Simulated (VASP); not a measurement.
## Si2W: single point with LDA

Crystal: Si2W.

```
CELL_PARAMETERS angstrom
4.67980 0.00000 0.00000
-2.33990 4.05283 0.00000
0.00000 0.00000 6.21197
ATOMIC_POSITIONS crystal
Si 0.86783 0.73567 0.50000
Si 0.13217 0.86783 0.83333
Si 0.73567 0.86783 0.16667
Si 0.13217 0.26433 0.50000
Si 0.86783 0.13217 0.83333
Si 0.26433 0.13217 0.16667
W 0.00000 0.50000 0.16667
W 0.50000 0.50000 0.83333
W 0.50000 0.00000 0.50000
```

This cell differs from its parent crystal: c/a of the conventional cell at fixed volume 1.3274.

| Item | Value |
| --- | --- |
| Program | VASP 6.6.1 |
| Task | single point |
| Functional | LDA |
| Potentials or basis | VASP PAW LDA potentials, release 64 (Si, W_sv) |
| Cutoff | 520 eV |
| k mesh | 9 × 9 × 6 |
| Occupations | gaussian, width 0.03 eV |
| Spin | no spin polarisation |
| Dipole correction | no |
| Further INCAR settings | ALGO = Normal; EDIFF = 1e-06; NBANDS = 43 |

* Pressure: 13.2 GPa
* Largest force: 5.766 eV/Å
* Band gap on the k mesh: zero (band 33 reaches 13.25 eV, above the bottom of band 34 at 12.27 eV)

Forces in eV/Å, atoms in the order of the input:
```
Si   0.000 -5.766  0.000
Si   4.993 -2.883  0.000
Si  -4.993 -2.883  0.000
Si   0.000  5.766  0.000
Si  -4.993  2.883  0.000
Si   4.993  2.883  0.000
W    0.000  0.000  0.000
W    0.000  0.000  0.000
W    0.000  0.000  0.000
```

Stress tensor (GPa, compression positive):
```
10.27  0.00  0.00
 0.00 10.27  0.00
 0.00  0.00 19.14
```

Levels at points of the mesh, in eV from the Fermi level:
```tsv
k point	band 30	band 31	band 32	band 33	band 34	band 35	band 36	band 37
(0.00, 0.00, 0.00)	-2.72	-2.72	-1.20	0.09	0.86	0.86	1.49	2.28
(0.00, 0.00, 0.50)	-1.97	-1.97	0.15	0.15	1.59	1.59	1.76	1.76
```

Wall time 3.9 min on 1 thread of Intel Xeon 6975P-C, on a shared host, peak memory 0.31 GiB.

Caveat: spin-orbit coupling is left out, which moves the levels of the heavy elements; forces of over 1 eV/Å act on the atoms, so gaps and moduli don't describe the material at rest.
